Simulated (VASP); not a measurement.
Write the native input for VASP 6.6.1 that does the following.

| Quantity | Value |
| --- | --- |
| Task | single point |
| Functional | PBE |
| Potentials or basis | VASP PAW PBE potentials, release 64 (Ga_d, O) |
| Cutoff | 600 eV |
| k mesh | 10 × 10 × 6 |
| Occupations | gaussian, width 0.05 eV |
| Spin | no spin polarisation |
| Dipole correction | no |
| Further INCAR settings | ALGO = Normal; EDIFF = 1e-06; NBANDS = 55 |

The structure of Ga2O3 lies in POSCAR:

```
Ga2O3
1.0
    6.2274305652     -1.5417565232      0.0109178190
    6.2274305652      1.5417565232      0.0109178190
   -1.4027234639      0.0000000000      5.4223094842
Ga O
4 6
Direct
    0.0899134338      0.0899134338      0.7947233214
    0.9100865662      0.9100865662      0.2052766786
    0.6585007298      0.6585007298      0.3141978958
    0.3414992702      0.3414992702      0.6858021042
    0.1634883771      0.1634883771      0.1092060624
    0.8365116229      0.8365116229      0.8907939376
    0.1737013129      0.1737013129      0.5643594349
    0.8262986871      0.8262986871      0.4356405651
    0.4960195696      0.4960195696      0.2566813611
    0.5039804304      0.5039804304      0.7433186389
```

This cell differs from its parent crystal: strain +0.000 along x and y, -0.050 along z.

The input as run:

INCAR

```
PREC = Accurate
ENCUT = 600
EDIFF = 1E-6
ISMEAR = 0
SIGMA = 0.05
LREAL = False
LASPH = True
NELM = 120
ALGO = Normal
ISIF = 2
LWAVE = False
LCHARG = False
GGA = PE
NBANDS = 55
GGA_COMPAT = False
KPAR = 4
```

KPOINTS

```
Automatic mesh
0
Gamma
  10 10 6
```

Potentials or basis: VASP PAW PBE potentials, release 64 (Ga_d, O).

The run is started by

```console
$ cat potpaw_PBE.64/Ga_d/POTCAR potpaw_PBE.64/O/POTCAR > POTCAR
$ mpirun -np 4 vasp_std > vasp.out
```

It gave:

The pressure is 11.1 GPa. The largest force is 1.273 eV/Å and the band gap on the k mesh is 2.12 eV.

Caveat: the cell differs from its parent crystal (strain +0.000 along x and y, -0.050 along z); the stress differs along the axes, from 4 to 23 GPa; forces of over 1 eV/Å act on the atoms, so gaps and moduli don't describe the material at rest.

Wall time 7.2 min on 4 MPI ranks on Intel(R) Xeon(R) Platinum 8488C (Sapphire Rapids) (shared host), peak memory 0.98 GiB a rank.
